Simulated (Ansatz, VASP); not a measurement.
## BN in VASP and in Ansatz

File INCAR:

```
  ALGO = Normal
  EDIFF = 1E-7
  ENCUT = 520
  ISIF = 2
  ISMEAR = 0
  LASPH = True
  LCHARG = False
  LREAL = False
  LWAVE = False
  NBANDS = 16
  NELM = 60
  PREC = Accurate
  SIGMA = 0.05
```

The input KPOINTS:

```
k-points
0
Gamma
  12 12 4
```

POSCAR

```
BN
1.0
    2.4092463239      0.0000000000      0.0000000000
   -1.2046231620      2.0864685205      0.0000000000
    0.0000000000      0.0000000000      7.0947485747
B N
2 2
Direct
    0.3333333333      0.6666666667      0.2500000000
    0.6666666667      0.3333333333      0.7500000000
    0.3333333333      0.6666666667      0.7500000000
    0.6666666667      0.3333333333      0.2500000000
```

Input for Ansatz:

```yaml
crystal:
  lattice:
    - [2.4092463239, 0.0, 0.0]
    - [-1.204623162, 2.0864685205, 0.0]
    - [0.0, 0.0, 7.0947485747]
  atoms:
    - { symbol: B, position: [0.3333333333, 0.6666666667, 0.25] }
    - { symbol: B, position: [0.6666666667, 0.3333333333, 0.75] }
    - { symbol: "N", position: [0.3333333333, 0.6666666667, 0.75] }
    - { symbol: "N", position: [0.6666666667, 0.3333333333, 0.25] }
basis:
  ecutwfc: 520.0
kpoints:
  mp_grid: { grid: [12, 12, 4] }
hamiltonian:
  xc: lda
  pseudopotentials: { kind: paw, azcp: { folder: soft_1 } }
scf:
  occupations: { method: gaussian, width: 0.05 }
output:
  forces: true
  stress: true
  eigenvalues: true
  write_density: true
  write_potential: true
  elf: true
  volumetric_format: npy
```

Alike in both runs: task single point; functional LDA; k mesh 12 × 12 × 4; occupations gaussian, width 0.05 eV; no spin polarisation.

|  | VASP | Ansatz |
| --- | --- | --- |
| version | VASP 6.6.1 | Ansatz 0.2.0 |
| potentials or method | VASP PAW LDA potentials, release 64 (B, N), cutoff 520 eV | scalar-relativistic, plane waves, PAW |
| valence electrons in the cell | 16 | 16 |

VASP gave:

* gap on the k mesh at the Fermi level (eV): 4.36
* least direct gap on the mesh (eV): 4.80
* pressure (GPa): 25.9
* traceless stress, the component that is largest in VASP (GPa): -27.47

Question: What did Ansatz give for the same quantities?

Answer: gap on the k mesh at the Fermi level (eV): 4.37; least direct gap on the mesh (eV): 4.80; pressure (GPa): 25.3; traceless stress, the component that is largest in VASP (GPa): -26.69.

Ansatz warns that its potentials were made for another functional, while VASP's fit it. LDA's correlation is that of Perdew and Zunger in VASP and of Perdew and Wang (1992) in Ansatz.
